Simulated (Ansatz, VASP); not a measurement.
## Two plane-wave programs on K2ZrO2

```xyz
10
Lattice="8.0043 0.0000 0.0000 0.0000 8.0043 0.0000 0.0000 0.0000 3.9454" Properties=species:S:1:pos:R:3 pbc="T T T"
K     6.6264    2.6243    1.9727
K     5.3800    6.6264    1.9727
K     2.6243    1.3779    1.9727
K     1.3779    5.3800    1.9727
Zr    4.0021    4.0021    0.0000
Zr    0.0000    0.0000    0.0000
O     4.9660    0.9638    0.0000
O     7.0404    4.9660    0.0000
O     3.0383    7.0404    0.0000
O     0.9638    3.0383    0.0000
```

Change from the starting cell: species swapped into the La2MgCu2 type (P4/mbm, No. 127).

Alike in both runs: task relaxation of cell and atoms; functional PBE; k mesh 2 × 2 × 4; occupations gaussian, width 0.1 eV; no spin polarisation.

|  | VASP | Ansatz |
| --- | --- | --- |
| version | VASP 6.6.1 | Ansatz 0.2.0 |
| potentials or method | VASP PAW PBE potentials, release 64 (K_sv, Zr_sv, O), cutoff 600 eV | scalar-relativistic, plane waves, PAW |
| valence electrons in the cell | 84 | 84 |

```csv
,VASP,Ansatz,Ansatz less VASP
"gap on the k mesh at the Fermi level, each at its own relaxed structure (eV)",0.32,0.31,-0.011
relaxed volume (Å³/atom),19.65,19.94,+0.285
relaxed cell length with the largest relative difference (Å),5.242,5.335,+0.0928
```

Noted on VASP's run: the volume moved by over 15 % at a fixed basis, so the end points are rough.
